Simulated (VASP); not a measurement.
# Te (P3_121) in VASP: a series of runs

Te is run at these levels: PBE; tasks: relaxation of cell and atoms.

All numbers are computed with VASP 6.6.1; they aren't measurements. Logs are shortened: lines on timing, memory, paths and dates and some standing lists are left out, and cuts for length are marked.

### Step 1. The cell of the first run

It takes space group P3_121 (No. 152, trigonal). The conventional cell has a = 4.454 Å, b = 4.454 Å, c = 5.924 Å, α = 90.00°, β = 90.00°, γ = 120.00°. Te (site symmetry 2) has 6 Te at 2.86 to 3.47 Å within 3.8 Å.

### Step 2. Relaxation of cell and atoms, PBE, target pressure 5 GPa, at which the enthalpy is minimised

File INCAR:

```
SYSTEM = Te
ALGO = Normal ; EDIFF = 1E-6
EDIFFG = -0.01 ; ENCUT = 600
GGA = PE ; IBRION = 2
ISIF = 3 ; ISMEAR = -1
LASPH = .TRUE. ; LCHARG = .FALSE.
LREAL = .FALSE. ; LWAVE = .FALSE.
NELM = 100 ; NSW = 60
PREC = Accurate ; PSTRESS = 50.0
SIGMA = 0.05
```

File KPOINTS:

```
k-points
0
G
  7 7 5
  0 0 0
```

File POSCAR:

```
Te
1.0
    4.4540000000      0.0000000000      0.0000000000
   -2.2270000000      3.8572771485      0.0000000000
    0.0000000000      0.0000000000      5.9240000000
Te
3
Direct
    0.7310000000      0.7310000000      0.0000000000
    0.0000000000      0.2690000000      0.6666666667
    0.2690000000      0.0000000000      0.3333333333
```

Potentials or basis: VASP PAW PBE potentials, release 64 (Te).

Command:

```
> cat potpaw_PBE.64/Te/POTCAR > POTCAR
> mpirun -np 1 vasp_std > vasp.out
```

OUTCAR:

```text
SYSTEM = Te
   EDIFF = 1E-6
   EDIFFG = -0.01
   ENCUT = 600
   GGA = PE
   IBRION = 2
   ISIF = 3
   ISMEAR = -1
   LASPH = .TRUE.
   LREAL = .FALSE.
   NELM = 100
   NSW = 60
   PREC = Accurate
   PSTRESS = 50.0

 ion  position               nearest neighbor table
   1  0.731  0.731  0.000-   3 2.86   2 2.86   3 3.47   2 3.47   2 3.47   3 3.47
   2  0.000  0.269  0.667-   1 2.86   3 2.86   1 3.47   1 3.47   3 3.47   3 3.47
   3  0.269  0.000  0.333-   1 2.86   2 2.86   1 3.47   1 3.47   2 3.47   2 3.47

  LATTYP: Found a hexagonal cell.
 ALAT       =     4.4540000000
 C/A-ratio  =     1.3300404131

  Lattice vectors:

 A1 = (   4.4540000000,   0.0000000000,   0.0000000000)
 A2 = (  -2.2270000000,   3.8572771485,   0.0000000000)
 A3 = (   0.0000000000,   0.0000000000,   5.9240000000)

Analysis of symmetry for initial positions (statically):
=====================================================================
 Subroutine PRICEL returns:
 Original cell was already a primitive cell.

 Routine SETGRP: Setting up the symmetry group for a
 hexagonal supercell.

 Subroutine GETGRP returns: Found  6 space group operations
 (whereof  2 operations were pure point group operations)
 out of a pool of 24 trial point group operations.

The static configuration has the point symmetry C_2 .
 The point group associated with its full space group is D_3 .

Analysis of symmetry for dynamics (positions and initial velocities):
=====================================================================
 Subroutine PRICEL returns:
 Original cell was already a primitive cell.

 Routine SETGRP: Setting up the symmetry group for a
 hexagonal supercell.

 Subroutine GETGRP returns: Found  6 space group operations
 (whereof  2 operations were pure point group operations)
 out of a pool of 24 trial point group operations.

The dynamic configuration has the point symmetry C_2 .
 The point group associated with its full space group is D_3 .

 Subroutine INISYM returns: Found  6 space group operations
 (whereof  2 operations are pure point group operations),
 and found     1 'primitive' translations

----------------------------------------------------------------------------------------

                                     Primitive cell

  volume of cell :     101.7762

  direct lattice vectors                    reciprocal lattice vectors
     4.454000000  0.000000000  0.000000000     0.224517288  0.129625117  0.000000000
    -2.227000000  3.857277149  0.000000000     0.000000000  0.259250233  0.000000000
     0.000000000  0.000000000  5.924000000     0.000000000  0.000000000  0.168804862

  length of vectors
     4.454000000  4.454000000  5.924000000     0.259250233  0.259250233  0.168804862

  position of ions in fractional coordinates (direct lattice)
     0.731000000  0.731000000  0.000000000
     0.000000000  0.269000000  0.666666667
     0.269000000  0.000000000  0.333333333

  ion indices of the primitive-cell ions
   primitive index   ion index
                 1           1
                 2           2
                 3           3

----------------------------------------------------------------------------------------

 KPOINTS: k-points

Automatic generation of k-mesh.
 Grid dimensions read from file:
 generate k-points for:    7    7    5

 Generating k-lattice:

  Cartesian coordinates                     Fractional coordinates (reciprocal lattice)
     0.032073898  0.018517874  0.000000000     0.142857143  0.000000000  0.000000000
     0.000000000  0.037035748  0.000000000     0.000000000  0.142857143  0.000000000
     0.000000000  0.000000000  0.033760972     0.000000000  0.000000000  0.200000000

  Length of vectors
     0.037035748  0.037035748  0.033760972

  Shift w.r.t. Gamma in fractional coordinates (k-lattice)
     0.000000000  0.000000000  0.000000000

 Subroutine IBZKPT returns following result:
 ===========================================

 Found     32 irreducible k-points:

 Following reciprocal coordinates:
            Coordinates               Weight
  0.000000  0.000000  0.000000      1.000000
  0.142857  0.000000  0.000000      6.000000
  0.285714  0.000000  0.000000      6.000000
  0.428571  0.000000  0.000000      6.000000
  0.142857  0.142857  0.000000      6.000000
  0.285714  0.142857  0.000000     12.000000
[... 16 lines left out ...]
  0.000000  0.142857  0.400000      6.000000
  0.285714  0.000000  0.400000      6.000000
 [... further k-points ...]
   k-points           NKPTS =     32   k-points in BZ     NKDIM =     32   number of bands    NBANDS=     13
   number of dos      NEDOS =    301   number of ions     NIONS =      3
   total plane-waves  NPLWV =  62208
   dimension x,y,z NGX =    36 NGY =   36 NGZ =   48
   dimension x,y,z NGXF=    72 NGYF=   72 NGZF=   96
   ions per type =               3
   NGX,Y,Z   is equivalent  to a cutoff of  13.44, 13.44, 13.47 a.u.
   NGXF,Y,Z  is equivalent  to a cutoff of  26.87, 26.87, 26.94 a.u.
 SYSTEM =  Te
   PREC   = accura    normal or accurate (medium, high low for compatibility)
   ISTART =      0    job   : 0-new  1-cont  2-samecut
   ICHARG =      2    charge: 1-file 2-atom 10-const
   ISPIN  =      1    spin polarized calculation?
   LNONCOLLINEAR =      F non collinear calculations
   LSORBIT =      F    spin-orbit coupling
   LASPH  =      T    aspherical Exc in radial PAW
   ENCUT  =  600.0 eV  44.10 Ry    6.64 a.u.   8.90  8.90 11.83*2*pi/ulx,y,z
   NELM   =    100;   NELMIN=  2; NELMDL= -5     # of ELM steps
   EDIFF  = 0.1E-05   stopping-criterion for ELM
   LREAL  =      F    real-space projection
   EDIFFG = -.1E-01   stopping-criterion for IOM
   NSW    =     60    number of steps for IOM
   IBRION =      2    ionic relax: 0-MD 1-quasi-New 2-CG
   NFREE  =      1    steps in history (QN), initial steepest desc. (CG)
   ISIF   =      3    stress and relaxation
   ISYM   =      2    0-nonsym 1-usesym 2-fastsym
   POTIM  = 0.5000    time-step for ionic-motion
   TEBEG  =    0.0;   TEEND  =   0.0 temperature during run
   PSTRESS=   50.0 pullay stress
   NELECT =      18.0000    total number of electrons
   NUPDOWN=      -1.0000    fix difference up-down
   EMIN   =  10.00;   EMAX   =-10.00  energy-range for DOS
   EFERMI =   0.00;   METHOD = LEGACY
   ISMEAR =    -1;   SIGMA  =   0.05  broadening in eV -4-tet -1-fermi 0-gaus
   EFERMI_NEDOS =   21; number of points for ismear=-14 and -15
   IALGO  =     38    algorithm
   IMIX   =      4    mixing-type and parameters
     AMIX     =   0.40;   BMIX     =  1.00
     AMIX_MAG =   1.60;   BMIX_MAG =  1.00
  volume/ion in A,a.u.               =      33.93       228.94
  Fermi-wavevector in a.u.,A,eV,Ry     =   0.918933  1.736531 11.489263  0.844437
  Thomas-Fermi vector in A             =   2.044070
   LORBIT       =      0    0 simple, 1 ext, 2 COOP (PROOUT), +10 PAW based schemes
   GGA     = PE    functional components
   LHFCALC =     F    Hartree Fock is set to
   AEXX    =    0.0000 exact exchange contribution
   IVDW    =     0    specifies the selected vdW correction
   LEPSILON=     F    determine dielectric tensor
   LRPA    =     F    only Hartree local field effects (RPA)
 conjugate gradient relaxation of ions
 non-spin polarized calculation
  energy-cutoff  :      600.00
  volume of cell :      101.78
 maximum number of plane-waves:      3412
   NGX = 17   NGY = 17   NGZ = 23

--------------------------------------- Ionic step        1  -------------------------------------------

 number of electron      17.9999999 magnetization

 Free energy of the ion-electron system (eV)
  ---------------------------------------------------
  ext. energy  EPLUGINS =         0.00000000
  ---------------------------------------------------
  free energy    TOTEN  =        -9.41712616 eV

  energy without entropy =       -9.41703518  energy(sigma->0) =       -9.41708067

------------------------ aborting loop because EDIFF is reached ----------------------------------------

  FORCE on cell =-STRESS in cart. coord.  units (eV):
  Direction    XX          YY          ZZ          XY          YZ          ZX
  --------------------------------------------------------------------------------------
  -------------------------------------------------------------------------------------
  Total        0.8336482      0.8336482      1.1017159      0.0000000      0.0000000      0.0000000
  in kB       13.1234277     13.1234277     17.3433941      0.0000000      0.0000000      0.0000000
  external PRESSURE =     -35.4699169 kB  Pullay stress =      50.0000000 kB
[... 100 lines left out ...]
  energy  without entropy=       -9.2922681442  energy(sigma->0) =       -9.29232379

  enthalpy is  TOTEN    =        -6.3185688787 eV   P V=        2.9738105476

[... ionic steps 4 to 9 ...]

--------------------------------------- Ionic step       10  -------------------------------------------

 number of electron      17.9999999 magnetization

------------------------ aborting loop because EDIFF is reached ----------------------------------------
[... 73 lines left out ...]
--------------------------------------- Ionic step       12  -------------------------------------------

 number of electron      17.9999999 magnetization

 Free energy of the ion-electron system (eV)
  ---------------------------------------------------
  ext. energy  EPLUGINS =         0.00000000
  ---------------------------------------------------
  free energy    TOTEN  =        -9.25291283 eV

  energy without entropy =       -9.25225505  energy(sigma->0) =       -9.25258394

 E-fermi :   7.4603     XC(G=0):  -9.6160

 val. band max:        7.2289508991   @ k =   0.2857   0.2857   0.4000
 cond. band min:       7.6847470814   @ k =   0.0000   0.0000   0.4000
 fundamental gap:      0.4557961823
 Fermi energy:         7.4602521661

 k-point     1 :       0.0000    0.0000    0.0000
  band No.  band energies     occupation
      1      -6.8130      2.00000
      2      -3.2802      2.00000
      3      -3.2802      2.00000
      4       4.6040      2.00000
      5       4.9788      2.00000
      6       4.9788      2.00000
      7       5.6176      2.00000
      8       5.6176      2.00000
      9       6.1151      2.00000
     10       8.5197      0.00000
     11       8.5197      0.00000
     12       9.3157      0.00000
     13      12.1920      0.00000
[... 354 lines left out ...]
  band No.  band energies     occupation
      1      -5.6033      2.00000
      2      -4.8624      2.00000
      3      -2.1342      2.00000
      4       2.6292      2.00000
      5       3.7745      2.00000
      6       4.0964      2.00000
      7       4.6666      2.00000
      8       4.8288      2.00000
      9       5.2582      2.00000
     10       9.2884      0.00000
     11       9.9241      0.00000
     12      10.2271      0.00000
     13      11.7222      0.00000

 [... further k-points ...]

------------------------ aborting loop because EDIFF is reached ----------------------------------------

  FORCE on cell =-STRESS in cart. coord.  units (eV):
  Direction    XX          YY          ZZ          XY          YZ          ZX
  --------------------------------------------------------------------------------------
  -------------------------------------------------------------------------------------
  Total        2.8221651      2.8221651      2.8548785      0.0000000     -0.0000000     -0.0000000
  in kB       49.7340897     49.7340897     50.3105874      0.0000000     -0.0000000     -0.0000000
  external PRESSURE =      -0.0737444 kB  Pullay stress =      50.0000000 kB
[... 22 lines left out ...]
  energy  without entropy=       -9.2522550501  energy(sigma->0) =       -9.25258394

  enthalpy is  TOTEN    =        -6.4156586018 eV   P V=        2.8372542288

 reached required accuracy - stopping structural energy minimisation
```

It took 1.8 min on 1 thread of Intel Xeon 6975P-C (Granite Rapids), shared host; peak memory 0.27 GiB.

Results:

```
Free energy                                                : -9.2529 eV
Relaxed volume                                             : 30.31 Å³/atom
Relaxed cell                                               : a = 4.196 Å, b = 4.196 Å, c = 5.963 Å, α = 90.00°, β = 90.00°, γ = 120.00°
Space group after relaxing (to 0.1 Å)                      : P3_121 (No. 152)
Energy change on relaxing (the run minimises the enthalpy) : +54.7 meV/atom
Ionic steps                                                : 12
Pressure after relaxing                                    : 5.0 GPa
Largest force after relaxing                               : 0.007 eV/Å
Band gap on the k mesh                                     : 0.46 eV (least direct gap 0.51 eV)
```

Forces in eV/Å, atoms in the order of the input:
```
Te  -0.004 -0.006  0.000
Te  -0.004  0.006  0.000
Te   0.007  0.000  0.000
```

The path:
```csv
step,energy change (eV),largest force (eV/Å),pressure (GPa),volume (Å³)
1,0.0000,0.1601,1.45,101.78
2,0.2936,0.7607,8.44,91.11
3,0.1247,0.5032,5.22,95.29
4,0.1272,0.3771,5.25,93.87
5,0.2053,0.1020,6.03,89.77
6,0.1089,0.0662,3.17,93.18
7,0.1638,0.0382,4.96,90.96
8,0.1629,0.0283,4.97,90.97
9,0.1621,0.0114,4.98,90.99
10,0.1620,0.0107,4.98,90.99
11,0.1620,0.0100,4.98,90.99
12,0.1642,0.0071,4.99,90.92
```

Final structure:
```xyz
3
Lattice="4.1959 0.0000 0.0000 -2.0980 3.6338 0.0000 0.0000 0.0000 5.9628" Properties=species:S:1:pos:R:3 pbc="T T T"
Te    1.4806    2.5644    5.9628
Te    3.5785    1.0694    3.9752
Te    1.2348    0.0000    1.9876
```

Caveat: the cell is relaxed towards a set pressure, so the run minimises the enthalpy, not the energy; semilocal functionals underestimate gaps, and a narrow one can read as zero; spin-orbit coupling is left out, which moves the levels of the heavy elements. A k mesh can miss the band edges.

### Step 3. Relaxation of cell and atoms, PBE, target pressure 10 GPa, at which the enthalpy is minimised

File INCAR:

```
SYSTEM = Te
ALGO = Normal ; EDIFF = 1E-7
EDIFFG = -0.01 ; ENCUT = 600
GGA = PE ; IBRION = 2
ISIF = 3 ; ISMEAR = -1
LASPH = .TRUE. ; LCHARG = .FALSE.
LREAL = .FALSE. ; LWAVE = .FALSE.
NELM = 100 ; NSW = 60
PREC = Accurate ; PSTRESS = 100.0
SIGMA = 0.05
```

KPOINTS is that of step 2.

POSCAR is that of step 2.

Potentials or basis: VASP PAW PBE potentials, release 64 (Te).

Command:

```
> cat potpaw_PBE.64/Te/POTCAR > POTCAR
> mpirun -np 1 vasp_std > vasp.out
```

Wall time 3.6 min (1 thread of Intel Xeon 6975P-C (Granite Rapids), shared host); peak memory 0.26 GiB.

The run converged. Its results:

```yaml
Free_energy: -8.8174 eV
Relaxed_volume: 27.28 Å³/atom
Relaxed_cell: a = 3.895 Å, b = 3.895 Å, c = 6.229 Å, α = 90.00°, β = 90.00°, γ = 120.00°
Space_group_after_relaxing_to_0.1_Å: R-3m (No. 166)
Energy_change_on_relaxing_the_run_minimises_the_enthalpy: +199.9 meV/atom
Ionic_steps: 20
Pressure_after_relaxing: 10.0 GPa
Band_gap_on_the_k_mesh: zero (bands 9 and 10 overlap by 1.11 eV)
```

The path:
```csv
step,energy change (eV),largest force (eV/Å),pressure (GPa),volume (Å³)
1,0.0000,0.1599,1.45,101.78
2,1.7109,2.0943,27.03,77.37
3,0.3807,0.9093,9.84,89.83
4,0.3995,0.9327,10.14,89.52
5,0.4059,0.6208,10.35,87.23
6,0.5925,0.1799,12.26,82.46
7,0.2895,0.0441,5.91,87.89
8,0.4597,0.0823,9.81,84.33
9,0.4621,0.0840,9.86,84.30
10,0.4682,0.0692,9.89,84.18
11,0.4877,0.0336,10.01,83.82
12,0.5308,0.0094,10.36,83.12
13,0.5247,0.0136,10.18,83.20
14,0.5075,0.0221,9.66,83.47
15,0.5158,0.0186,9.67,83.31
16,0.5411,0.0139,9.83,82.85
17,0.5971,0.0009,10.18,81.89
18,0.6071,0.0006,10.22,81.73
19,0.5891,0.0003,9.70,82.02
20,0.5997,0.0005,10.03,81.84
```

Final structure:
```
Te
1.0
     3.89509    0.00000    0.00000
    -1.94755    3.37325    0.00000
     0.00000    0.00000    6.22898
Te
3
Direct
  0.66907 0.66907 0.00000
  0.00000 0.33093 0.66667
  0.33093 0.00000 0.33333
```

Levels at points of the mesh, in eV from the Fermi level:
```
           k point  band 6  band 7  band 8  band 9  band 10  band 11  band 12  band 13
(0.00, 0.00, 0.00)   -1.57   -1.52   -1.52   -1.47     1.56     1.56     2.80     4.44
```

Caveat: the cell is relaxed towards a set pressure, so the run minimises the enthalpy, not the energy; the volume moved by over 15 % at a fixed basis, so the end points are rough; spin-orbit coupling is left out, which moves the levels of the heavy elements.

(Continued in part 2 of 2.)

The gap in the log of VASP goes by the Fermi energy; the results here count the filled bands.